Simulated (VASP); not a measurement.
# Ba (Im-3m) in VASP: further runs

The runs below take Ba through single point, with LDA.

Program: VASP 6.6.1. These are calculated values, not measurements. Logs are shortened: lines on timing, memory, paths and dates and some standing lists are left out, and cuts for length are marked.

**1. The cell of the first run**

Symmetry: Im-3m, No. 229, cubic system. The conventional cell has a = 4.758 Å, b = 4.758 Å, c = 4.758 Å, α = 90.00°, β = 90.00°, γ = 90.00°. Within 5.4 Å of Ba (site symmetry m-3m) lie 14 Ba at 4.12 to 4.76 Å.

**2. Single point, LDA**

File INCAR:

```
SYSTEM = Ba
ALGO = Normal ; EDIFF = 1E-7
ENCUT = 520 ; GGA = CA
ISIF = 2 ; ISMEAR = -1
LASPH = .True. ; LCHARG = .False.
LREAL = .False. ; LWAVE = .False.
NBANDS = 11 ; NELM = 80
PREC = Accurate ; SIGMA = 0.01
```

File KPOINTS:

```
k-points
0
Gamma
  9 9 9
  0 0 0
```

File POSCAR:

```
Ba
1.0
   -2.3789385306      2.3789385306      2.3789385306
    2.3789385306     -2.3789385306      2.3789385306
    2.3789385306      2.3789385306     -2.3789385306
Ba
1
Direct
    0.0000000000      0.0000000000      0.0000000000
```

Potentials or basis: VASP PAW LDA potentials, release 64 (Ba_sv).

Run with:

```sh
cat potpaw_LDA.64/Ba_sv/POTCAR > POTCAR
mpirun -np 1 vasp_std > vasp.out
```

OUTCAR:

```text
SYSTEM = Ba
   EDIFF = 1E-7
   ENCUT = 520
   GGA = CA
   ISIF = 2
   ISMEAR = -1
   LASPH = .True.
   LREAL = .False.
   NELM = 80
   PREC = Accurate

 ion  position               nearest neighbor table
   1  0.000  0.000  0.000-

  LATTYP: Found a body centered cubic cell.
 ALAT       =     4.7578770612

  Lattice vectors:

 A1 = (  -2.3789385306,   2.3789385306,   2.3789385306)
 A2 = (   2.3789385306,  -2.3789385306,   2.3789385306)
 A3 = (   2.3789385306,   2.3789385306,  -2.3789385306)

Analysis of symmetry for initial positions (statically):
=====================================================================
 Subroutine PRICEL returns:
 Original cell was already a primitive cell.

 Routine SETGRP: Setting up the symmetry group for a
 body centered cubic supercell.

 Subroutine GETGRP returns: Found 48 space group operations
 (whereof 48 operations were pure point group operations)
 out of a pool of 48 trial point group operations.

The static configuration has the point symmetry O_h .

Analysis of symmetry for dynamics (positions and initial velocities):
=====================================================================
 Subroutine PRICEL returns:
 Original cell was already a primitive cell.

 Routine SETGRP: Setting up the symmetry group for a
 body centered cubic supercell.

 Subroutine GETGRP returns: Found 48 space group operations
 (whereof 48 operations were pure point group operations)
 out of a pool of 48 trial point group operations.

The dynamic configuration has the point symmetry O_h .

 Subroutine INISYM returns: Found 48 space group operations
 (whereof 48 operations are pure point group operations),
 and found     1 'primitive' translations

----------------------------------------------------------------------------------------

                                     Primitive cell

  volume of cell :      53.8530

  direct lattice vectors                    reciprocal lattice vectors
    -2.378938531  2.378938531  2.378938531     0.000000000  0.210177772  0.210177772
     2.378938531 -2.378938531  2.378938531     0.210177772  0.000000000  0.210177772
     2.378938531  2.378938531 -2.378938531     0.210177772  0.210177772  0.000000000

  length of vectors
     4.120442403  4.120442403  4.120442403     0.297236256  0.297236256  0.297236256

  position of ions in fractional coordinates (direct lattice)
     0.000000000  0.000000000  0.000000000

  ion indices of the primitive-cell ions
   primitive index   ion index
                 1           1

----------------------------------------------------------------------------------------

 KPOINTS: k-points

Automatic generation of k-mesh.
 Grid dimensions read from file:
 generate k-points for:    9    9    9

 Generating k-lattice:

  Cartesian coordinates                     Fractional coordinates (reciprocal lattice)
     0.000000000  0.023353086  0.023353086     0.111111111  0.000000000  0.000000000
     0.023353086  0.000000000  0.023353086     0.000000000  0.111111111  0.000000000
     0.023353086  0.023353086  0.000000000     0.000000000  0.000000000  0.111111111

  Length of vectors
     0.033026251  0.033026251  0.033026251

  Shift w.r.t. Gamma in fractional coordinates (k-lattice)
     0.000000000  0.000000000  0.000000000

 Subroutine IBZKPT returns following result:
 ===========================================

 Found     35 irreducible k-points:

 Following reciprocal coordinates:
            Coordinates               Weight
  0.000000  0.000000  0.000000      1.000000
  0.111111  0.000000  0.000000     12.000000
  0.222222  0.000000  0.000000     12.000000
  0.333333  0.000000  0.000000     12.000000
  0.444444  0.000000  0.000000     12.000000
  0.111111  0.111111  0.000000     24.000000
[... 16 lines left out ...]
 -0.333333  0.444444  0.111111     48.000000
 -0.444444 -0.444444  0.111111     24.000000
 [... further k-points ...]
   k-points           NKPTS =     35   k-points in BZ     NKDIM =     35   number of bands    NBANDS=     11
   number of dos      NEDOS =    301   number of ions     NIONS =      1
   total plane-waves  NPLWV =  32768
   dimension x,y,z NGX =    32 NGY =   32 NGZ =   32
   dimension x,y,z NGXF=    64 NGYF=   64 NGZF=   64
   ions per type =               1
   NGX,Y,Z   is equivalent  to a cutoff of  12.91, 12.91, 12.91 a.u.
   NGXF,Y,Z  is equivalent  to a cutoff of  25.82, 25.82, 25.82 a.u.
 SYSTEM =  Ba
   PREC   = accura    normal or accurate (medium, high low for compatibility)
   ISTART =      0    job   : 0-new  1-cont  2-samecut
   ICHARG =      2    charge: 1-file 2-atom 10-const
   ISPIN  =      1    spin polarized calculation?
   LNONCOLLINEAR =      F non collinear calculations
   LSORBIT =      F    spin-orbit coupling
   LASPH  =      T    aspherical Exc in radial PAW
   ENCUT  =  520.0 eV  38.22 Ry    6.18 a.u.   7.66  7.66  7.66*2*pi/ulx,y,z
   NELM   =     80;   NELMIN=  2; NELMDL= -5     # of ELM steps
   EDIFF  = 0.1E-06   stopping-criterion for ELM
   LREAL  =      F    real-space projection
   EDIFFG = 0.1E-05   stopping-criterion for IOM
   NSW    =      0    number of steps for IOM
   IBRION =     -1    ionic relax: 0-MD 1-quasi-New 2-CG
   NFREE  =      0    steps in history (QN), initial steepest desc. (CG)
   ISIF   =      2    stress and relaxation
   ISYM   =      2    0-nonsym 1-usesym 2-fastsym
   POTIM  = 0.5000    time-step for ionic-motion
   TEBEG  =    0.0;   TEEND  =   0.0 temperature during run
   PSTRESS=    0.0 pullay stress
   NELECT =      10.0000    total number of electrons
   NUPDOWN=      -1.0000    fix difference up-down
   EMIN   =  10.00;   EMAX   =-10.00  energy-range for DOS
   EFERMI =   0.00;   METHOD = LEGACY
   ISMEAR =    -1;   SIGMA  =   0.01  broadening in eV -4-tet -1-fermi 0-gaus
   EFERMI_NEDOS =   21; number of points for ismear=-14 and -15
   IALGO  =     38    algorithm
   IMIX   =      4    mixing-type and parameters
     AMIX     =   0.40;   BMIX     =  1.00
     AMIX_MAG =   1.60;   BMIX_MAG =  1.00
  volume/ion in A,a.u.               =      53.85       363.42
  Fermi-wavevector in a.u.,A,eV,Ry     =   0.933982  1.764969 11.868654  0.872321
  Thomas-Fermi vector in A             =   2.060739
   LORBIT       =      0    0 simple, 1 ext, 2 COOP (PROOUT), +10 PAW based schemes
   GGA     = CA    functional components
   LHFCALC =     F    Hartree Fock is set to
   AEXX    =    0.0000 exact exchange contribution
   IVDW    =     0    specifies the selected vdW correction
   LEPSILON=     F    determine dielectric tensor
   LRPA    =     F    only Hartree local field effects (RPA)
 non-spin polarized calculation
  energy-cutoff  :      520.00
  volume of cell :       53.85
 maximum number of plane-waves:      1481
   NGX = 15   NGY = 15   NGZ = 15

 number of electron      10.0000000 magnetization

 number of electron       9.9999999 magnetization

 Free energy of the ion-electron system (eV)
  ---------------------------------------------------
  ext. energy  EPLUGINS =         0.00000000
  ---------------------------------------------------
  free energy    TOTEN  =        -2.24716263 eV

  energy without entropy =       -2.24665603  energy(sigma->0) =       -2.24690933

 E-fermi :   1.9922     XC(G=0):  -8.1434

 val. band max:        1.9751206132   @ k =  -0.3333   0.4444   0.2222
 cond. band min:       2.0151795374   @ k =   0.3333   0.3333   0.0000
 fundamental gap:      0.0400589242
 Fermi energy:         1.9921749444

 k-point     1 :       0.0000    0.0000    0.0000
  band No.  band energies     occupation
      1     -26.6068      2.00000
      2     -11.4458      2.00000
      3     -11.4458      2.00000
      4     -11.4458      2.00000
      5      -0.8300      2.00000
      6       3.9026      0.00000
      7       3.9026      0.00000
      8       3.9026      0.00000
      9       5.5918      0.00000
     10       5.5918      0.00000
     11       9.4098      0.00000

 k-point     2 :       0.1111    0.0000    0.0000
  band No.  band energies     occupation
      1     -26.5968      2.00000
      2     -11.5445      2.00000
      3     -11.4750      2.00000
      4     -11.4467      2.00000
      5      -0.5520      2.00000
      6       3.6868      0.00000
      7       3.7797      0.00000
      8       4.1883      0.00000
      9       5.2760      0.00000
     10       5.5709      0.00000
     11       9.7221      0.00000

 k-point     3 :       0.2222    0.0000    0.0000
  band No.  band energies     occupation
      1     -26.5713      2.00000
      2     -11.7820      2.00000
      3     -11.5476      2.00000
      4     -11.4492      2.00000
      5       0.1428      2.00000
      6       3.2386      0.00000
      7       3.3343      0.00000
      8       5.0176      0.00000
      9       5.2334      0.00000
     10       5.6093      0.00000
     11      10.0882      0.00000

 k-point     4 :       0.3333    0.0000    0.0000
  band No.  band energies     occupation
      1     -26.5420      2.00000
      2     -12.0337      2.00000
      3     -11.6279      2.00000
      4     -11.4520      2.00000
      5       0.7862      2.00000
      6       2.8333      0.00000
      7       3.1949      0.00000
      8       5.5370      0.00000
      9       5.8359      0.00000
     10       6.2984      0.00000
     11       9.2557      0.00000
[... 239 lines left out ...]
 k-point    22 :      -0.4444    0.4444    0.1111
  band No.  band energies     occupation
      1     -26.5155      2.00000
      2     -12.1628      2.00000
      3     -11.7133      2.00000
      4     -11.5190      2.00000
      5       1.1949      2.00000
      6       2.8904      0.00000
      7       3.2246      0.00000
      8       4.8574      0.00000
      9       6.5481      0.00000
     10       7.6310      0.00000
     11       9.2693      0.00000

 k-point    23 :      -0.3333    0.4444    0.1111
  band No.  band energies     occupation
      1     -26.5141      2.00000
      2     -12.0754      2.00000
      3     -11.7668      2.00000
      4     -11.5686      2.00000
      5       1.5359      2.00000
      6       2.5494      0.00000
      7       3.2393      0.00000
      8       4.7422      0.00000
      9       6.1026      0.00000
     10       7.2967      0.00000
     11       9.4637      0.00000

 k-point    24 :      -0.4444   -0.4444    0.1111
  band No.  band energies     occupation
      1     -26.5051      2.00000
      2     -12.1304      2.00000
      3     -11.8054      2.00000
      4     -11.5682      2.00000
      5       1.5700      2.00000
      6       2.8559      0.00000
      7       2.9425      0.00000
      8       4.7091      0.00000
      9       6.6086      0.00000
     10       8.3506      0.00000
     11       8.8303      0.00000

 [... further k-points ...]
[... 5 lines left out ...]
  --------------------------------------------------------------------------------------
  -------------------------------------------------------------------------------------
  Total        0.0184569      0.0184569      0.0184569     -0.0000000      0.0000000     -0.0000000
  in kB        0.5491096      0.5491096      0.5491096     -0.0000000      0.0000000     -0.0000000
  external PRESSURE =       0.5491096 kB  Pullay stress =       0.0000000 kB

 VOLUME and BASIS-vectors are now :
 -----------------------------------------------------------------------------
  energy-cutoff  :      520.00
  volume of cell :       53.85
      direct lattice vectors                 reciprocal lattice vectors
    -2.378938531  2.378938531  2.378938531     0.000000000  0.210177772  0.210177772
     2.378938531 -2.378938531  2.378938531     0.210177772  0.000000000  0.210177772
     2.378938531  2.378938531 -2.378938531     0.210177772  0.210177772  0.000000000

 POSITION                                       TOTAL-FORCE (eV/Angst)
 -----------------------------------------------------------------------------------
      0.00000      0.00000      0.00000        -0.000000      0.000000     -0.000000
 -----------------------------------------------------------------------------------
    total drift:                               -0.000000      0.000000      0.000000

  FREE ENERGIE OF THE ION-ELECTRON SYSTEM (eV)
  ---------------------------------------------------
  free  energy   TOTEN  =        -2.2471626262 eV

  energy  without entropy=       -2.2466560321  energy(sigma->0) =       -2.24690933
```

It took 16 s on 1 thread of Intel Xeon 8259CL, shared host; peak memory 0.16 GiB.

Results:

| Property | Result |
| --- | --- |
| Free energy | -2.2472 eV |
| Pressure | 0.1 GPa |
| Band gap on the k mesh | zero (band 5 reaches 2.57 eV, above the bottom of band 6 at 1.31 eV) |

Caveat: spin-orbit coupling is left out, which moves the levels of the heavy elements.

**3. Single point, LDA**

File INCAR:

```
SYSTEM = Ba
PREC     = Accurate       ! precision mode
ENCUT    = 520            ! plane-wave cutoff, eV
EDIFF    = 1E-7           ! SCF threshold, eV
ISMEAR   = -1             ! smearing method
SIGMA    = 0.03           ! smearing width, eV
LREAL    = .FALSE.        ! projectors in reciprocal space
LASPH    = .TRUE.         ! aspherical terms in the spheres
NELM     = 100            ! most SCF steps
ALGO     = Normal         ! electronic algorithm
ISIF     = 2              ! what is computed and relaxed
LWAVE    = .FALSE.        ! write WAVECAR
LCHARG   = .FALSE.        ! write CHGCAR
GGA      = CA             ! functional
NBANDS   = 11             ! bands
```

File KPOINTS:

```
Automatic mesh
0
G
  9 9 9
  0 0 0
```

POSCAR is that of step 2.

Potentials or basis: VASP PAW LDA potentials, release 64 (Ba_sv).

Run with:

```sh
cat potpaw_LDA.64/Ba_sv/POTCAR > POTCAR
mpirun -np 1 vasp_std > vasp.out
```

Wall time 17 s (1 thread of Intel Xeon 8259CL, shared host); peak memory 0.16 GiB.

The run converged. Its results:

```yaml
Free_energy: -2.2494 eV
Pressure: 0.0 GPa
Band_gap_on_the_k_mesh: zero (band 5 reaches 2.57 eV, above the bottom of band 6 at 1.31 eV)
```

Levels at points of the mesh, in eV from the Fermi level:
```tsv
k point	band 2	band 3	band 4	band 5	band 6	band 7	band 8	band 9
(0.00, 0.00, 0.00)	-13.44	-13.44	-13.44	-2.83	1.91	1.91	1.91	3.60
```

Caveat: spin-orbit coupling is left out, which moves the levels of the heavy elements.

**4. Single point, LDA**

File INCAR:

```
ALGO = Normal ; EDIFF = 1E-6
ENCUT = 520 ; GGA = CA
ISIF = 2 ; ISMEAR = -1
LASPH = True ; LCHARG = False
LREAL = False ; LWAVE = False
NBANDS = 11 ; NELM = 80
PREC = Accurate ; SIGMA = 0.2
```

File KPOINTS:

```
k-points
0
Gamma
  9 9 9
```

POSCAR is that of step 3.

Run with:

```sh
cat potpaw_LDA.64/Ba_sv/POTCAR > POTCAR
mpirun -np 1 vasp_std > vasp.out
```

It took 16 s on 1 thread of Intel Xeon 8259CL, shared host; peak memory 0.16 GiB.

Results (log left out):

- Free energy: -2.3381 eV
- Pressure: 0.2 GPa
- Band gap on the k mesh: zero (band 5 reaches 2.57 eV, above the bottom of band 6 at 1.32 eV)

Levels at points of the mesh, in eV from the Fermi level:
| k point | band 3 | band 4 | band 5 | band 6 | band 7 | band 8 |
| --- | --- | --- | --- | --- | --- | --- |
| (0.00, 0.00, 0.00) | -13.44 | -13.44 | -2.84 | 1.90 | 1.90 | 1.90 |

Caveat: spin-orbit coupling is left out, which moves the levels of the heavy elements.

**5. Overview**

| smearing | gap on the mesh (eV) | pressure (GPa) |
| --- | --- | --- |
| fermi-dirac 0.01 eV | none | 0.1 |
| fermi-dirac 0.03 eV | none | 0.0 |
| fermi-dirac 0.2 eV | none | 0.2 |

Alike in all rows: task single point; level LDA; potentials or basis VASP PAW LDA potentials, release 64 (Ba_sv); no spin polarisation; cell as given; k mesh 9 × 9 × 9; cutoff (eV) 520.

Every run on the cell as given and a fine mesh finds a metal.

Caveats: spin-orbit coupling is left out, which moves the levels of the heavy elements.

Total energies depend on the potentials used, so only differences within one code and one set of settings carry meaning.
